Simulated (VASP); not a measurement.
Runs of VASP 6.6.1 on InP. The structure is that of space group F-43m (No. 216), or close to it. The cells are those of the table. 

| level | potentials or basis | cell | gap on the mesh (eV) | pressure (GPa) |
| --- | --- | --- | --- | --- |
| revPBE+D4 | VASP PAW PBE potentials, release 64 (In_d, P) | a = 4.160 Å, angles 60.0°, 2 atoms | 0.75 | -0.1 |
| BLYP+D3(BJ) | VASP PAW PBE potentials, release 64 (In_d, P) | a = 4.205 Å, angles 60.0°, 2 atoms | 0.38 | -1.2 |
| PBE+D4 | VASP PAW PBE potentials, release 64 (In_d, P) | a = 4.193 Å, angles 60.0°, 2 atoms | (c) | -1.3 |
| revPBE+D4 | VASP PAW PBE potentials, release 64 (In_d, P) | a = 4.132 Å, angles 60.0°, 2 atoms | (a) | 1.3 |
| PBE+D4 | VASP PAW PBE potentials, release 64 (In_d, P) | a = 4.166 Å, angles 60.0°, 2 atoms | 0.63 | -0.1 |
| LDA | VASP PAW LDA potentials, release 64 (In_d, P) | a = 4.147 Å, angles 60.0°, 2 atoms | (b) | -1.3 |
| revPBE+D4 | VASP PAW PBE potentials, release 64 (In_d, P) | a = 4.151 Å, angles 60.0°, 2 atoms | 0.78 | 0.3 |
| LDA | VASP PAW LDA potentials, release 64 (In_d, P) | a = 4.144 Å, angles 60.0°, 2 atoms | 0.51 | -1.2 |

Alike in all rows: task single point; no spin polarisation; k mesh 8 × 8 × 8; cutoff (eV) 520; smearing gaussian 0.05 eV.

Problem. Estimate the missing entries.

Solution. (a) 0.86; (b) 0.50; (c) 0.52.

Caveats: spin-orbit coupling is left out, which moves the levels of the heavy elements; the PAW data sets were made with another functional, which shifts forces and pressure a little (at least some runs).

A k mesh can miss the band edges, and the runs leave out spin-orbit coupling on In.
